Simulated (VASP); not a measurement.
Runs of VASP 6.6.1 on WSe2. The structure is that of space group C2 (No. 5), or close to it. The cells are those of the table. 

```csv
cell,gap on the mesh (eV),pressure (GPa),largest force (eV/Å)
"a = 3.279, b = 3.279, c = 14.022 Å, angles 87.8, 88.9, 60.0°, 6 atoms",1.34,0.2,(a)
"a = 3.279, b = 3.279, c = 14.035 Å, angles 86.7, 88.3, 60.0°, 6 atoms",1.35,0.2,0.11
"a = 3.279, b = 3.279, c = 14.078 Å, angles 84.4, 87.2, 60.0°, 6 atoms",1.37,0.1,0.15
"a = 3.279, b = 3.279, c = 14.054 Å, angles 85.5, 87.8, 60.0°, 6 atoms",(b),0.1,0.13
"a = 3.279, b = 3.279, c = 14.014 Å, angles 88.9, 89.4, 60.0°, 6 atoms",(c),0.3,0.06
```

Alike in all rows: task single point; level PBE+D3(BJ); potentials or basis VASP PAW PBE potentials, release 64 (W_sv, Se); no spin polarisation; k mesh 9 × 9 × 2; cutoff (eV) 520; smearing gaussian 0.05 eV.

**Question.** Estimate the missing entries.

**Answer.** (a) 0.08; (b) 1.36; (c) 1.33.

Caveats: spin-orbit coupling is left out, which moves the levels of the heavy elements.

A k mesh can miss the band edges, and the runs leave out spin-orbit coupling on Se, W.
